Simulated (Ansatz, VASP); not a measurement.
## One calculation of RbBr, two programs

Contents of POSCAR:

```
RbBr
1.0
    0.0000000000      3.4608260907      3.4608260907
    3.4608260907      0.0000000000      3.4608260907
    3.4608260907      3.4608260907      0.0000000000
Rb Br
1 1
Direct
    0.0000000000      0.0000000000      0.0000000000
    0.5000000000      0.5000000000      0.5000000000
```

File INCAR.step1:

```
SYSTEM = RbBr
PREC = Accurate
ENCUT = 520
EDIFF = 1E-5
ISMEAR = 0
SIGMA = 0.01
LREAL = .False.
LASPH = .True.
NELM = 100
ALGO = Normal
ISIF = 2
LWAVE = .True.
LCHARG = .False.
GGA = PE
NBANDS = 15
```

The input INCAR.step2:

```
SYSTEM = RbBr
PREC = Accurate
ENCUT = 520
EDIFF = 1E-6
ISMEAR = 0
SIGMA = 0.01
LREAL = .False.
LASPH = .True.
NELM = 100
ALGO = Normal
ISIF = 2
LWAVE = .False.
LCHARG = .False.
GGA = PE
LHFCALC = .True.
AEXX = 0.4
HFSCREEN = 0.2078
PRECFOCK = Normal
ISTART = 1
NBANDS = 15
```

KPOINTS

```
Automatic mesh
0
Gamma
  4 4 4
  0 0 0
```

Input for Ansatz:

```yaml
crystal:
  lattice:
    - [0.0, 3.4608260907, 3.4608260907]
    - [3.4608260907, 0.0, 3.4608260907]
    - [3.4608260907, 3.4608260907, 0.0]
  atoms:
    - { symbol: Rb, position: [0.0, 0.0, 0.0] }
    - { symbol: Br, position: [0.5, 0.5, 0.5] }
kpoints:
  mp_grid: { grid: [4, 4, 4] }
hamiltonian:
  xc:
    exchange: pbe
    correlation: pbe
    exx: { coeff: 0.4, omega: 0.2078 }
scf:
  occupations: { method: fixed }
  n_extra_bands: 4
output:
  forces: true
  stress: true
  eigenvalues: true
```

Alike in both runs: task single point; functional PBE-based screened hybrid; k mesh 4 × 4 × 4; no spin polarisation.

|  | VASP | Ansatz |
| --- | --- | --- |
| version | VASP 6.6.1 | Ansatz 0.2.0 |
| potentials or method | VASP PAW PBE potentials, release 64 (Rb_sv, Br) | plane waves |
| plane-wave cutoff (eV) | 520 | 420 |
| occupations | gaussian, width 0.01 eV | fixed |
| valence electrons in the cell | 16 | 16 |

```tsv
	VASP	Ansatz	Ansatz less VASP
gap on the k mesh at the Fermi level (eV)	6.15	6.16	+0.001
pressure (GPa)	0.2	0.2	+0.01
```

VASP's potentials were made for PBE, not for PBE-based screened hybrid. Ansatz's warnings: stress exchange threshold loose, stress scf threshold loose.
